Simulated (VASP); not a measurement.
A run of VASP 6.6.1 is set up as follows.

The input INCAR:

```
SYSTEM = HoAlTe3
  PREC = Accurate
  ENCUT = 500
  EDIFF = 1E-7
  ISMEAR = 0
  SIGMA = 0.1
  LREAL = .False.
  LASPH = .True.
  NELM = 200
  ALGO = Normal
  ISIF = 3
  LWAVE = .False.
  LCHARG = .False.
  GGA = PE
  IBRION = 2
  NSW = 90
  EDIFFG = -0.04
  GGA_COMPAT = .False.
  NELMIN = 4
  LMAXMIX = 6
```

File KPOINTS:

```
regular mesh
0
Gamma
  4 4 4
  0 0 0
```

The input POSCAR:

```
HoAlTe3
1.0
    5.6252404400      0.0000000000      0.0000000000
    0.0000000000      5.6252404400      0.0000000000
    0.0000000000      0.0000000000      5.6252404400
Ho Al Te
1 1 3
Direct
    0.5000000000      0.5000000000      0.5000000000
    0.0000000000      0.0000000000      0.0000000000
    0.5000000000      0.0000000000      0.0000000000
    0.0000000000      0.5000000000      0.0000000000
    0.0000000000      0.0000000000      0.5000000000
```

Potentials or basis: VASP PAW PBE potentials, release 64 (Ho_3, Al, Te), 4f in core.

Launch:

```console
$ cat potpaw_PBE.64/Ho_3/POTCAR potpaw_PBE.64/Al/POTCAR potpaw_PBE.64/Te/POTCAR > POTCAR
$ mpirun -np 1 vasp_std > vasp.out
```

Task: What does it give for the relaxed cell?

Result: a = 5.319 Å, b = 5.319 Å, c = 5.319 Å, α = 90.00°, β = 90.00°, γ = 90.00°.

Task: What does it give for the space group after relaxing (to 0.1 Å)?

Result: Pm-3m (No. 221).

The path:
```tsv
step	energy change (eV)	largest force (eV/Å)	pressure (GPa)	volume (Å³)
1	0.0000	0.0000	-5.82	178.00
2	-0.5648	0.0000	1.40	146.73
3	-0.5812	0.0000	0.03	150.52
```

Caveat: the volume moved by over 15 % at a fixed basis, so the end points are rough; spin-orbit coupling is left out, which moves the levels of the heavy elements; the 4f electrons are frozen in the core, so they carry no moment and show no levels. Spin polarisation is off, so any magnetic state and its effect on volume and gap are missing.
